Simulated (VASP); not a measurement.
# BP in VASP: a series of runs

BP is run at these levels: PBE; tasks: single point.

All numbers are computed with VASP 6.6.1; they aren't measurements. Logs are shortened: lines on timing, memory, paths and dates and some standing lists are left out, and cuts for length are marked.

## Step 1: The cell of the first run

Symmetry: F-43m, No. 216, cubic system. Conventional cell: a = 4.538 Å, b = 4.538 Å, c = 4.538 Å, α = 90.00°, β = 90.00°, γ = 90.00°. Within 2.6 Å of B (site symmetry -43m) lie 4 P at 1.97 Å. Within 2.6 Å of P (site symmetry -43m) lie 4 B at 1.97 Å.

## Step 2: Single point, PBE

File INCAR:

```
PREC = Accurate ; ENCUT = 500
EDIFF = 1E-6 ; ISMEAR = 0
SIGMA = 0.05 ; LREAL = False
LASPH = True ; NELM = 120
ALGO = Normal ; ISIF = 2
LWAVE = False ; LCHARG = False
GGA = PE ; NBANDS = 11
GGA_COMPAT = False
```

File KPOINTS:

```
Automatic mesh
0
Gamma
  8 8 8
```

File POSCAR:

```
BP
1.0
    0.0000000000      2.2690000000      2.2690000000
    2.2690000000      0.0000000000      2.2690000000
    2.2690000000      2.2690000000      0.0000000000
B P
1 1
Direct
    0.0000000000      0.0000000000      0.0000000000
    0.2500000000      0.2500000000      0.2500000000
```

Potentials or basis: VASP PAW PBE potentials, release 64 (B, P).

Command:

```bash
> cat potpaw_PBE.64/B/POTCAR potpaw_PBE.64/P/POTCAR > POTCAR
> mpirun -np 1 vasp_std > vasp.out
```

OUTCAR:

```text
PREC = Accurate
   ENCUT = 500
   EDIFF = 1E-6
   ISMEAR = 0
   LREAL = False
   LASPH = True
   NELM = 120
   ISIF = 2
   GGA = PE

 ion  position               nearest neighbor table
   1  0.000  0.000  0.000-   2 1.97   2 1.97   2 1.97   2 1.97
   2  0.250  0.250  0.250-   1 1.97   1 1.97   1 1.97   1 1.97

  LATTYP: Found a face centered cubic cell.
 ALAT       =     4.5380000000

  Lattice vectors:

 A1 = (   0.0000000000,   2.2690000000,   2.2690000000)
 A2 = (   2.2690000000,   0.0000000000,   2.2690000000)
 A3 = (   2.2690000000,   2.2690000000,   0.0000000000)

Analysis of symmetry for initial positions (statically):
=====================================================================
 Subroutine PRICEL returns:
 Original cell was already a primitive cell.

 Routine SETGRP: Setting up the symmetry group for a
 face centered cubic supercell.

 Subroutine GETGRP returns: Found 24 space group operations
 (whereof 24 operations were pure point group operations)
 out of a pool of 48 trial point group operations.

The static configuration has the point symmetry T_d .

Analysis of symmetry for dynamics (positions and initial velocities):
=====================================================================
 Subroutine PRICEL returns:
 Original cell was already a primitive cell.

 Routine SETGRP: Setting up the symmetry group for a
 face centered cubic supercell.

 Subroutine GETGRP returns: Found 24 space group operations
 (whereof 24 operations were pure point group operations)
 out of a pool of 48 trial point group operations.

The dynamic configuration has the point symmetry T_d .

 Subroutine INISYM returns: Found 24 space group operations
 (whereof 24 operations are pure point group operations),
 and found     1 'primitive' translations

----------------------------------------------------------------------------------------

                                     Primitive cell

  volume of cell :      23.3633

  direct lattice vectors                    reciprocal lattice vectors
     0.000000000  2.269000000  2.269000000    -0.220361393  0.220361393  0.220361393
     2.269000000  0.000000000  2.269000000     0.220361393 -0.220361393  0.220361393
     2.269000000  2.269000000  0.000000000     0.220361393  0.220361393 -0.220361393

  length of vectors
     3.208850573  3.208850573  3.208850573     0.381677128  0.381677128  0.381677128

  position of ions in fractional coordinates (direct lattice)
     0.000000000  0.000000000  0.000000000
     0.250000000  0.250000000  0.250000000

  ion indices of the primitive-cell ions
   primitive index   ion index
                 1           1
                 2           2

----------------------------------------------------------------------------------------

 KPOINTS: Automatic mesh

Automatic generation of k-mesh.
 Grid dimensions read from file:
 generate k-points for:    8    8    8

 Generating k-lattice:

  Cartesian coordinates                     Fractional coordinates (reciprocal lattice)
    -0.027545174  0.027545174  0.027545174     0.125000000  0.000000000  0.000000000
     0.027545174 -0.027545174  0.027545174     0.000000000  0.125000000  0.000000000
     0.027545174  0.027545174 -0.027545174     0.000000000  0.000000000  0.125000000

  Length of vectors
     0.047709641  0.047709641  0.047709641

  Shift w.r.t. Gamma in fractional coordinates (k-lattice)
     0.000000000  0.000000000  0.000000000

 Subroutine IBZKPT returns following result:
 ===========================================

 Found     29 irreducible k-points:

 Following reciprocal coordinates:
            Coordinates               Weight
  0.000000  0.000000  0.000000      1.000000
  0.125000  0.000000  0.000000      8.000000
  0.250000  0.000000  0.000000      8.000000
  0.375000  0.000000  0.000000      8.000000
  0.500000  0.000000  0.000000      4.000000
  0.125000  0.125000  0.000000      6.000000
[... 16 lines left out ...]
  0.500000  0.250000  0.125000     48.000000
 -0.375000  0.250000  0.125000     24.000000
 [... further k-points ...]
   k-points           NKPTS =     29   k-points in BZ     NKDIM =     29   number of bands    NBANDS=     11
   number of dos      NEDOS =    301   number of ions     NIONS =      2
   total plane-waves  NPLWV =  13824
   dimension x,y,z NGX =    24 NGY =   24 NGZ =   24
   dimension x,y,z NGXF=    48 NGYF=   48 NGZF=   48
   ions per type =               1   1
   NGX,Y,Z   is equivalent  to a cutoff of  12.43, 12.43, 12.43 a.u.
   NGXF,Y,Z  is equivalent  to a cutoff of  24.87, 24.87, 24.87 a.u.
 SYSTEM =  unknown system
   PREC   = accura    normal or accurate (medium, high low for compatibility)
   ISTART =      0    job   : 0-new  1-cont  2-samecut
   ICHARG =      2    charge: 1-file 2-atom 10-const
   ISPIN  =      1    spin polarized calculation?
   LNONCOLLINEAR =      F non collinear calculations
   LSORBIT =      F    spin-orbit coupling
   LASPH  =      T    aspherical Exc in radial PAW
   ENCUT  =  500.0 eV  36.75 Ry    6.06 a.u.   5.85  5.85  5.85*2*pi/ulx,y,z
   NELM   =    120;   NELMIN=  2; NELMDL= -5     # of ELM steps
   EDIFF  = 0.1E-05   stopping-criterion for ELM
   LREAL  =      F    real-space projection
   EDIFFG = 0.1E-04   stopping-criterion for IOM
   NSW    =      0    number of steps for IOM
   IBRION =     -1    ionic relax: 0-MD 1-quasi-New 2-CG
   NFREE  =      0    steps in history (QN), initial steepest desc. (CG)
   ISIF   =      2    stress and relaxation
   ISYM   =      2    0-nonsym 1-usesym 2-fastsym
   POTIM  = 0.5000    time-step for ionic-motion
   TEBEG  =    0.0;   TEEND  =   0.0 temperature during run
   PSTRESS=    0.0 pullay stress
   NELECT =       8.0000    total number of electrons
   NUPDOWN=      -1.0000    fix difference up-down
   EMIN   =  10.00;   EMAX   =-10.00  energy-range for DOS
   EFERMI =   0.00;   METHOD = LEGACY
   ISMEAR =     0;   SIGMA  =   0.05  broadening in eV -4-tet -1-fermi 0-gaus
   EFERMI_NEDOS =   21; number of points for ismear=-14 and -15
   IALGO  =     38    algorithm
   IMIX   =      4    mixing-type and parameters
     AMIX     =   0.40;   BMIX     =  1.00
     AMIX_MAG =   1.60;   BMIX_MAG =  1.00
  volume/ion in A,a.u.               =      11.68        78.83
  Fermi-wavevector in a.u.,A,eV,Ry     =   1.145320  2.164342 17.847562  1.311759
  Thomas-Fermi vector in A             =   2.282009
   LORBIT       =      0    0 simple, 1 ext, 2 COOP (PROOUT), +10 PAW based schemes
   GGA     = PE    functional components
   LHFCALC =     F    Hartree Fock is set to
   AEXX    =    0.0000 exact exchange contribution
   IVDW    =     0    specifies the selected vdW correction
   LEPSILON=     F    determine dielectric tensor
   LRPA    =     F    only Hartree local field effects (RPA)
 non-spin polarized calculation
 Gauss-broadening in eV      SIGMA  =   0.05
  energy-cutoff  :      500.00
  volume of cell :       23.36
 maximum number of plane-waves:       609
   NGX = 11   NGY = 11   NGZ = 11

 number of electron       8.0000000 magnetization

 Free energy of the ion-electron system (eV)
  ---------------------------------------------------
  ext. energy  EPLUGINS =         0.00000000
  ---------------------------------------------------
  free energy    TOTEN  =       -12.92828072 eV

  energy without entropy =      -12.92828072  energy(sigma->0) =      -12.92828072

 E-fermi :   7.6888     XC(G=0): -10.9068

 val. band max:        7.4338320665   @ k =   0.0000   0.0000   0.0000
 cond. band min:       8.7028756358   @ k =   0.3750   0.3750   0.0000
 fundamental gap:      1.2690435693
 Fermi energy:         7.6887694329

 k-point     1 :       0.0000    0.0000    0.0000
  band No.  band energies     occupation
      1      -8.0269      2.00000
      2       7.4338      2.00000
      3       7.4338      2.00000
      4       7.4338      2.00000
      5      10.8341      0.00000
      6      10.8341      0.00000
      7      10.8341      0.00000
      8      14.8082      0.00000
      9      18.9463      0.00000
     10      19.5619      0.00000
     11      19.5619      0.00000

 k-point     2 :       0.1250    0.0000    0.0000
  band No.  band energies     occupation
      1      -7.7458      2.00000
      2       5.5791      2.00000
      3       7.0057      2.00000
      4       7.0057      2.00000
      5      11.3688      0.00000
      6      11.4263      0.00000
      7      11.4263      0.00000
      8      15.5955      0.00000
      9      18.6548      0.00000
     10      18.6548      0.00000
     11      19.7808      0.00000

 k-point     3 :       0.2500    0.0000    0.0000
  band No.  band energies     occupation
      1      -6.9214      2.00000
      2       2.5875      2.00000
      3       6.3167      2.00000
      4       6.3167      2.00000
      5      11.4358      0.00000
      6      12.1968      0.00000
      7      12.1968      0.00000
      8      17.0437      0.00000
      9      18.3969      0.00000
     10      18.3969      0.00000
     11      20.4778      0.00000

 k-point     4 :       0.3750    0.0000    0.0000
  band No.  band energies     occupation
      1      -5.6598      2.00000
      2      -0.1375      2.00000
      3       5.8395      2.00000
      4       5.8395      2.00000
      5      11.2838      0.00000
      6      12.2533      0.00000
      7      12.2533      0.00000
      8      17.5974      0.00000
      9      20.0567      0.00000
     10      20.0567      0.00000
     11      21.2608      0.00000
[... 239 lines left out ...]
 k-point    22 :       0.3750    0.2500    0.1250
  band No.  band energies     occupation
      1      -6.1980      2.00000
      2       2.5001      2.00000
      3       3.6390      2.00000
      4       5.4561      2.00000
      5      10.8944      0.00000
      6      13.4393      0.00000
      7      13.6448      0.00000
      8      14.9568      0.00000
      9      19.0287      0.00000
     10      21.3274      0.00000
     11      23.0491      0.00000

 k-point    23 :       0.5000    0.2500    0.1250
  band No.  band energies     occupation
      1      -4.9675      2.00000
      2       0.3340      2.00000
      3       2.9865      2.00000
      4       4.6866      2.00000
      5      11.5396      0.00000
      6      12.9063      0.00000
      7      14.7593      0.00000
      8      15.7730      0.00000
      9      19.8530      0.00000
     10      20.8405      0.00000
     11      24.5067      0.00000

 k-point    24 :      -0.3750    0.2500    0.1250
  band No.  band energies     occupation
      1      -4.0446      2.00000
      2      -1.0146      2.00000
      3       2.9069      2.00000
      4       4.3179      2.00000
      5      11.6257      0.00000
      6      12.6324      0.00000
      7      15.7429      0.00000
      8      17.2235      0.00000
      9      17.8883      0.00000
     10      21.8537      0.00000
     11      24.2856      0.00000

 [... further k-points ...]
[... 5 lines left out ...]
  --------------------------------------------------------------------------------------
  -------------------------------------------------------------------------------------
  Total        0.1332891      0.1332891      0.1332891     -0.0000000      0.0000000      0.0000000
  in kB        9.1405386      9.1405386      9.1405386     -0.0000000      0.0000000      0.0000000
  external PRESSURE =       9.1405386 kB  Pullay stress =       0.0000000 kB

 VOLUME and BASIS-vectors are now :
 -----------------------------------------------------------------------------
  energy-cutoff  :      500.00
  volume of cell :       23.36
      direct lattice vectors                 reciprocal lattice vectors
     0.000000000  2.269000000  2.269000000    -0.220361393  0.220361393  0.220361393
     2.269000000  0.000000000  2.269000000     0.220361393 -0.220361393  0.220361393
     2.269000000  2.269000000  0.000000000     0.220361393  0.220361393 -0.220361393

 POSITION                                       TOTAL-FORCE (eV/Angst)
 -----------------------------------------------------------------------------------
      0.00000      0.00000      0.00000         0.000000      0.000000      0.000000
      1.13450      1.13450      1.13450        -0.000000     -0.000000     -0.000000
 -----------------------------------------------------------------------------------
    total drift:                                0.000000      0.000000      0.000000

  FREE ENERGIE OF THE ION-ELECTRON SYSTEM (eV)
  ---------------------------------------------------
  free  energy   TOTEN  =       -12.9282807184 eV

  energy  without entropy=      -12.9282807184  energy(sigma->0) =      -12.92828072
```

Wall time 3.2 s (1 thread of Intel Xeon 6975P-C (Granite Rapids), shared host); peak memory 0.13 GiB.

Results:

```yaml
Free_energy: -12.9283 eV
Pressure: 0.9 GPa
Band_gap_on_the_k_mesh: 1.27 eV, indirect (least direct gap 3.40 eV)
```

Levels at points of the mesh, in eV from the valence-band top:
| k point | band 2 | band 3 | band 4 | band 5 | band 6 | band 7 |
| --- | --- | --- | --- | --- | --- | --- |
| (0.00, 0.00, 0.00) | 0.00 | 0.00 | 0.00 | 3.40 | 3.40 | 3.40 |
| (0.50, 0.00, 0.00) | -9.03 | -1.76 | -1.76 | 3.78 | 4.71 | 4.71 |
| (0.50, 0.50, 0.00) | -8.58 | -4.11 | -4.11 | 1.33 | 1.66 | 12.12 |

## Step 3: Single point, PBE

This run uses another cell than the first one, of 10.99 Å³/atom, 0.941 times its volume.

File INCAR:

```
SYSTEM = BP
  ALGO = Normal
  EDIFF = 1E-6
  ENCUT = 500
  GGA = PE
  GGA_COMPAT = .FALSE.
  ISIF = 2
  ISMEAR = 0
  LASPH = .TRUE.
  LCHARG = .TRUE.
  LELF = .TRUE.
  LREAL = .FALSE.
  LVHAR = .TRUE.
  LWAVE = .FALSE.
  NBANDS = 11
  NELM = 120
  PREC = Accurate
  SIGMA = 0.05
```

File KPOINTS:

```
k-points
0
G
  8 8 8
  0 0 0
```

File POSCAR:

```
BP
1.0
    0.0000000000      2.2009300000      2.2690000000
    2.2009300000      0.0000000000      2.2690000000
    2.2009300000      2.2009300000      0.0000000000
B P
1 1
Direct
    0.0000000000      0.0000000000      0.0000000000
    0.2500000000      0.2500000000      0.2500000000
```

Potentials or basis: VASP PAW PBE potentials, release 64 (B, P).

Command:

```bash
> cat potpaw_PBE.64/B/POTCAR potpaw_PBE.64/P/POTCAR > POTCAR
> mpirun -np 1 vasp_std > vasp.out
```

Wall time 5.1 s (1 thread of Intel Xeon 6975P-C (Granite Rapids), shared host); peak memory 0.13 GiB.

The run converged. Its results:

```yaml
Free_energy: -12.8612 eV
Pressure: 12.2 GPa
Band_gap_on_the_k_mesh: 0.96 eV, indirect (least direct gap 3.34 eV)
```

Stress tensor (GPa, compression positive):
```
15.16  0.00  0.00
 0.00 15.16  0.00
 0.00  0.00  6.25
```

Levels at points of the mesh, in eV from the valence-band top:
```
           k point  band 1  band 2  band 3  band 4  band 5  band 6  band 7  band 8
(0.00, 0.00, 0.00)  -16.12   -0.32    0.00    0.00    3.34    3.34    3.51    8.19
(0.50, 0.00, 0.00)  -12.56   -9.59   -2.15   -1.73    3.83    4.70    4.81   10.24
(0.50, 0.50, 0.00)  -11.15   -9.20   -4.22   -4.22    1.33    1.80   12.61   12.61
(0.50, 0.00, 0.50)  -10.83   -8.91   -4.58   -4.52    0.99    1.35   12.19   12.92
```

A k mesh can miss the band edges. Expect the measured gap to be larger: semilocal functionals such as PBE lack the derivative discontinuity.

## Step 4: Single point, PBE

This run uses another cell than the first one, of 11.22 Å³/atom, 0.960 times its volume.

File INCAR:

```
SYSTEM = BP
  ALGO = Normal
  EDIFF = 1E-6
  ENCUT = 500
  GGA = PE
  GGA_COMPAT = .False.
  ISIF = 2
  ISMEAR = 0
  LASPH = .True.
  LCHARG = .False.
  LREAL = .False.
  LWAVE = .False.
  NBANDS = 11
  NELM = 120
  PREC = Accurate
  SIGMA = 0.05
```

File KPOINTS:

```
k-points
0
Gamma
  8 8 8
  0 0 0
```

File POSCAR:

```
BP
1.0
    0.0000000000      2.2236200000      2.2690000000
    2.2236200000      0.0000000000      2.2690000000
    2.2236200000      2.2236200000      0.0000000000
B P
1 1
Direct
    0.0000000000      0.0000000000      0.0000000000
    0.2500000000      0.2500000000      0.2500000000
```

Potentials or basis: VASP PAW PBE potentials, release 64 (B, P).

Command:

```bash
> cat potpaw_PBE.64/B/POTCAR potpaw_PBE.64/P/POTCAR > POTCAR
> mpirun -np 1 vasp_std > vasp.out
```

OUTCAR:

```text
SYSTEM = BP
   EDIFF = 1E-6
   ENCUT = 500
   GGA = PE
   ISIF = 2
   ISMEAR = 0
   LASPH = .True.
   LREAL = .False.
   NELM = 120
   PREC = Accurate

 ion  position               nearest neighbor table
   1  0.000  0.000  0.000-   2 1.94   2 1.94   2 1.94   2 1.94
   2  0.250  0.250  0.250-   1 1.94   1 1.94   1 1.94   1 1.94

  LATTYP: Found a body centered tetragonal cell.
 ALAT       =     3.1446735616
 C/A-ratio  =     1.4430750636

  Lattice vectors:

 A1 = (  -2.2236200000,   0.0000000000,   2.2690000000)
[... 514 lines left out ...]
      7      14.2635      0.00000
      8      15.8905      0.00000
      9      20.6199      0.00000
     10      21.8268      0.00000
     11      22.9046      0.00000

 [... further k-points ...]
[... 5 lines left out ...]
  --------------------------------------------------------------------------------------
  -------------------------------------------------------------------------------------
  Total        1.4049002      1.4049002      0.6008929      0.0000000      0.0000000      0.0000000
  in kB      100.3160509    100.3160509     42.9063917      0.0000000      0.0000000      0.0000000
  external PRESSURE =      81.1794979 kB  Pullay stress =       0.0000000 kB

 VOLUME and BASIS-vectors are now :
 -----------------------------------------------------------------------------
  energy-cutoff  :      500.00
  volume of cell :       22.44
      direct lattice vectors                 reciprocal lattice vectors
     0.000000000  2.223620000  2.269000000    -0.224858564  0.224858564  0.220361393
     2.223620000  0.000000000  2.269000000     0.224858564 -0.224858564  0.220361393
     2.223620000  2.223620000  0.000000000     0.224858564  0.224858564 -0.220361393

 POSITION                                       TOTAL-FORCE (eV/Angst)
 -----------------------------------------------------------------------------------
      0.00000      0.00000      0.00000        -0.000000     -0.000000      0.000000
      1.11181      1.11181      1.13450         0.000000      0.000000      0.000000
 -----------------------------------------------------------------------------------
    total drift:                               -0.000000     -0.000000      0.000000

  FREE ENERGIE OF THE ION-ELECTRON SYSTEM (eV)
  ---------------------------------------------------
  free  energy   TOTEN  =       -12.8970634980 eV

  energy  without entropy=      -12.8970634980  energy(sigma->0) =      -12.89706350
```

OSZICAR:

```text
N       E                     dE             d eps       ncg     rms          rms(c)
DAV:   1     0.936887002932E+01    0.93689E+01   -0.38486E+03  1298   0.634E+02
DAV:   2    -0.131156584777E+02   -0.22485E+02   -0.21536E+02  1744   0.111E+02
DAV:   3    -0.136916756150E+02   -0.57602E+00   -0.57474E+00  1653   0.155E+01
DAV:   4    -0.136938435895E+02   -0.21680E-02   -0.21678E-02  1488   0.112E+00
DAV:   5    -0.136938543490E+02   -0.10759E-04   -0.10759E-04  1605   0.785E-02    0.764E+00
DAV:   6    -0.130086999182E+02    0.68515E+00   -0.15056E+00  1484   0.543E+00    0.411E+00
DAV:   7    -0.129048033851E+02    0.10390E+00   -0.27364E-01  1621   0.261E+00    0.138E+00
DAV:   8    -0.128965441383E+02    0.82592E-02   -0.28242E-02  1506   0.972E-01    0.207E-01
DAV:   9    -0.128968596933E+02   -0.31556E-03   -0.70226E-04  1504   0.182E-01    0.138E-01
DAV:  10    -0.128970521862E+02   -0.19249E-03   -0.24130E-04  1460   0.981E-02    0.295E-02
DAV:  11    -0.128970625833E+02   -0.10397E-04   -0.11627E-05  1644   0.223E-02    0.366E-02
DAV:  12    -0.128970634980E+02   -0.91470E-06   -0.47300E-06  1451   0.107E-02
   1 F= -.12897063E+02 E0= -.12897063E+02  d E =-.141658E-19
```

Run time: 5 s. Hardware: 1 thread of Intel Xeon 6975P-C (Granite Rapids), shared host; peak memory 0.13 GiB.

Results:

| Property | Result |
| --- | --- |
| Free energy | -12.8971 eV |
| Pressure | 8.1 GPa |
| Band gap on the k mesh | 1.06 eV, indirect (least direct gap 3.36 eV) |

Levels at points of the mesh, in eV from the valence-band top:
| k point | band 1 | band 2 | band 3 | band 4 | band 5 | band 6 | band 7 | band 8 |
| --- | --- | --- | --- | --- | --- | --- | --- | --- |
| (0.00, 0.00, 0.00) | -15.90 | -0.21 | 0.00 | 0.00 | 3.36 | 3.36 | 3.47 | 7.92 |
| (0.50, 0.00, 0.00) | -12.41 | -9.40 | -2.01 | -1.74 | 3.87 | 4.65 | 4.78 | 10.20 |
| (0.50, 0.50, 0.00) | -10.96 | -8.99 | -4.18 | -4.18 | 1.33 | 1.75 | 12.45 | 12.45 |
| (0.50, 0.00, 0.50) | -10.75 | -8.80 | -4.42 | -4.38 | 1.11 | 1.45 | 12.18 | 12.65 |

A k mesh can miss the band edges. Expect the measured gap to be larger: semilocal functionals such as PBE lack the derivative discontinuity.

[end of part 1 of 2]
